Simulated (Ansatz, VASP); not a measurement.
**Si3N4: VASP beside Ansatz**

```
Si N
1.0
     0.00000    4.02034    4.02034
     4.02034    0.00000    4.02034
     4.02034    4.02034    0.00000
Si N
6 8
Direct
  0.12500 0.12500 0.62500
  0.12500 0.62500 0.12500
  0.62500 0.12500 0.12500
  0.12500 0.12500 0.12500
  0.75000 0.75000 0.75000
  0.50000 0.50000 0.50000
  0.36689 0.36689 0.36689
  0.35068 0.88311 0.88311
  0.88311 0.88311 0.35068
  0.88311 0.35068 0.88311
  0.36689 0.36689 0.89932
  0.36689 0.89932 0.36689
  0.88311 0.88311 0.88311
  0.89932 0.36689 0.36689
```

Alike in both runs: functional PBE; k mesh 6 × 6 × 6; occupations gaussian, width 0.02 eV; no spin polarisation.

Ansatz relaxed the structure, and its values are those at the end. VASP's run is a single point on that final structure, the one shown.

|  | VASP | Ansatz |
| --- | --- | --- |
| version | VASP 6.6.1 | Ansatz 0.2.0 |
| potentials or method | VASP PAW PBE potentials, release 64 (Si, N), cutoff 520 eV | scalar-relativistic, plane waves, PAW |
| valence electrons in the cell | 64 | 64 |

VASP gave:

| Quantity | Value |
| --- | --- |
| gap on the k mesh at the Fermi level (eV) | 2.97 |
| least direct gap on the mesh (eV) | 3.04 |
| pressure (GPa) | -22.9 |

**Question.** Which values does Ansatz return?

**Answer.** gap on the k mesh at the Fermi level (eV): 2.98; least direct gap on the mesh (eV): 3.05; pressure (GPa): -22.8.

With one functional, cell and mesh, what is left measures potentials, basis and numerics. Ansatz's warnings: stress scf threshold loose.
